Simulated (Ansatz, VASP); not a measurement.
**One calculation of Co, two programs**

```
Co
1.0
     2.51253    0.00000    0.00000
    -1.25627    2.17592    0.00000
     0.00000    0.00000    4.08708
Co
2
Direct
  0.33333 0.66667 0.25000
  0.66667 0.33333 0.75000
```

Change from the starting cell: volume scaled by 1.05, PAW files.

Alike in both runs: task electric field gradients; functional LDA; k mesh 17 × 17 × 9; occupations fermi-dirac, width 0.03 eV; collinear spin.

|  | VASP | Ansatz |
| --- | --- | --- |
| version | VASP 6.6.1 | Ansatz 0.2.0 |
| potentials or method | VASP PAW LDA potentials, release 64 (Co) | PAW with Ansatz's default frozen-core files, scalar-relativistic |
| plane-wave cutoff (eV) | 520 | 420 |
| valence electrons in the cell | 18 | 34 |

VASP gave:

| Quantity | Value |
| --- | --- |
| pressure (GPa) | -23.5 |
| traceless stress, the component that is largest in VASP (GPa) | -1.67 |
| net moment per atom (μB) | 1.58 |
| size of the moment on the site where the two differ most (μB) | 1.59 |
| size of Vzz on the site where it differs most (V/Å²) | 1.1 |

Task: What did Ansatz give for the same quantities?

Result: Pressure (GPa): -22.8; traceless stress, the component that is largest in VASP (GPa): -1.57; net moment per atom (μB): 1.61; size of the moment on the site where the two differ most (μB): 1.67; size of Vzz on the site where it differs most (V/Å²): 1.0.

LDA's correlation is that of Perdew and Zunger in VASP and of Perdew and Wang (1992) in Ansatz. Site moments also hang on the region over which each program counts them. VASP's potentials hold 18 valence electrons a cell and Ansatz's 34, so a difference there can come from the potentials and not from the codes.
